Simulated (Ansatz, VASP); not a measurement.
## One calculation of Ba, two programs

```
CELL_PARAMETERS angstrom
-2.43433 2.43433 2.43433
2.43433 -2.43433 2.43433
2.43433 2.43433 -2.43433
ATOMIC_POSITIONS crystal
Ba 0.00000 0.00000 0.00000
```

Alike in both runs: functional PBEsol; k mesh 12 × 12 × 12; occupations gaussian, width 0.1 eV; no spin polarisation.

Ansatz relaxed the structure, and its values are those at the end. VASP's run is a single point on that final structure, the one shown.

|  | VASP | Ansatz |
| --- | --- | --- |
| version | VASP 6.6.1 | Ansatz 0.2.0 |
| potentials or method | VASP PAW PBE potentials, release 64 (Ba_sv), cutoff 520 eV | scalar-relativistic, plane waves, PAW |
| valence electrons in the cell | 10 | 10 |

VASP gave:

```
gap on the k mesh at the Fermi level (eV) : none
pressure (GPa)                            : 0.1
```

Task: What did Ansatz give for the same quantities?

Result: gap on the k mesh at the Fermi level (eV): none; pressure (GPa): 0.0.

VASP's potentials were made for PBE, not for PBEsol. A gap of «none» marks a metal or a gap that the smearing closes. The functional is the same, so the differences come from potentials, cutoffs and numerics.

Neither program's run includes spin-orbit coupling.
